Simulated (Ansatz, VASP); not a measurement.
**Two plane-wave programs on Zr**

File INCAR:

```
PREC = Accurate ; ENCUT = 600
EDIFF = 1E-6 ; ISMEAR = -1
SIGMA = 0.05 ; LREAL = False
LASPH = True ; NELM = 60
ALGO = Normal ; ISIF = 3
LWAVE = False ; LCHARG = False
GGA = RE ; IBRION = 2
NSW = 100 ; EDIFFG = -0.005
```

KPOINTS

```
Automatic mesh
0
Gamma
  13 13 13
```

Contents of POSCAR:

```
Zr
1.0
   -1.7727566677      1.7727566677      1.7727566677
    1.7727566677     -1.7727566677      1.7727566677
    1.7727566677      1.7727566677     -1.7727566677
Zr
1
Direct
    0.0000000000      0.0000000000      0.0000000000
```

Input for Ansatz:

```yaml
crystal:
  lattice:
    - [-1.7727566677, 1.7727566677, 1.7727566677]
    - [1.7727566677, -1.7727566677, 1.7727566677]
    - [1.7727566677, 1.7727566677, -1.7727566677]
  atoms:
    - { symbol: Zr, position: [0.0, 0.0, 0.0] }
kpoints:
  mp_grid: { grid: [13, 13, 13] }
scf:
  occupations: { method: fermi_dirac, width: 0.05 }
hamiltonian:
  xc: revpbe
  pseudopotentials: { kind: paw }
output:
  forces: true
  stress: true
  efg: { contact_densities: true }
  write_density: true
  write_potential: true
  elf: true
  volumetric_format: npy
relax:
  f_tol: 0.005
  max_steps: 80
  cell: {}
```

Alike in both runs: task relaxation of cell and atoms; functional revPBE; k mesh 13 × 13 × 13; occupations fermi-dirac, width 0.05 eV; no spin polarisation.

```csv
,VASP,Ansatz
version,VASP 6.6.1,Ansatz 0.2.0
potentials or method,"VASP PAW PBE potentials, release 64 (Zr_sv)","PAW with Ansatz's default frozen-core files, scalar-relativistic"
plane-wave cutoff (eV),600,420
valence electrons in the cell,12,12
```

```tsv
	VASP	Ansatz	Ansatz less VASP
gap on the k mesh at the Fermi level, each at its own relaxed structure (eV)	none	none	-
relaxed volume (Å³/atom)	23.25	23.24	-0.008
relaxed cell length with the largest relative difference (Å)	3.114	3.114	-0.0004
```

VASP's potentials were made for PBE, not for revPBE. A gap of «none» marks a metal or a gap that the smearing closes.
